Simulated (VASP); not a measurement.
Write the native input for VASP 6.6.1 that does the following.

* Task: single point
* Functional: PBE
* Potentials or basis: VASP PAW PBE potentials, release 64 (H, Ru_pv, Cl)
* Cutoff: 520 eV
* k mesh: 6 × 6 × 4
* Occupations: gaussian, width 0.1 eV
* Spin: collinear spin, ferromagnetic start
* Starting moments: [0.0, 0.0, 1.0, 0.0] μB
* Dipole correction: no
* Further INCAR settings: ALGO = Normal; EDIFF = 1e-06; NBANDS = 24

The structure of H2RuCl lies in POSCAR:

```
H2RuCl
1.0
    3.0946144127      0.0000000000      0.0000000000
   -1.5473072063      2.6800146963      0.0000000000
    0.0000000000      0.0000000000      4.8397122123
H Ru Cl
2 1 1
Direct
    0.6666666667      0.3333333333      0.4044853494
    0.3333333333      0.6666666667      0.5955146506
    0.0000000000      0.0000000000      0.5000000000
    0.0000000000      0.0000000000      0.0000000000
```

The cell was generated, and may not be a known phase.

One way to write it, as run:

INCAR

```
ALGO = Normal
EDIFF = 1E-6
ENCUT = 520
GGA = PE
ISIF = 2
ISMEAR = 0
ISPIN = 2
LASPH = True
LCHARG = False
LMAXMIX = 4
LORBIT = 11
LREAL = False
LWAVE = False
MAGMOM = 0 0 1 0
NBANDS = 24
NELM = 150
PREC = Accurate
SIGMA = 0.1
```

KPOINTS

```
k-points
0
Gamma
  6 6 4
```

Potentials or basis: VASP PAW PBE potentials, release 64 (H, Ru_pv, Cl).

Run with:

```sh
$ cat potpaw_PBE.64/H/POTCAR potpaw_PBE.64/Ru_pv/POTCAR potpaw_PBE.64/Cl/POTCAR > POTCAR
$ mpirun -np 1 vasp_std > vasp.out
```

Results of the run:

| Quantity | Value |
| --- | --- |
| Pressure | -0.2 GPa |
| Largest force | 0.004 eV/Å |
| Net moment | 0.00 μB per cell |
| Valence electrons inside the program's atomic spheres | H 0.55; Ru 12.57; Cl 5.05 |

Caveat: the k points lie up to 0.39 Å⁻¹ apart; an empty level that is flat over the whole mesh can mark a ghost state of the potentials, or a narrow d or f band.

It took 61 s on 1 thread of Oxide Virtual Turin-like Processor, on a shared host, peak memory 0.16 GiB.
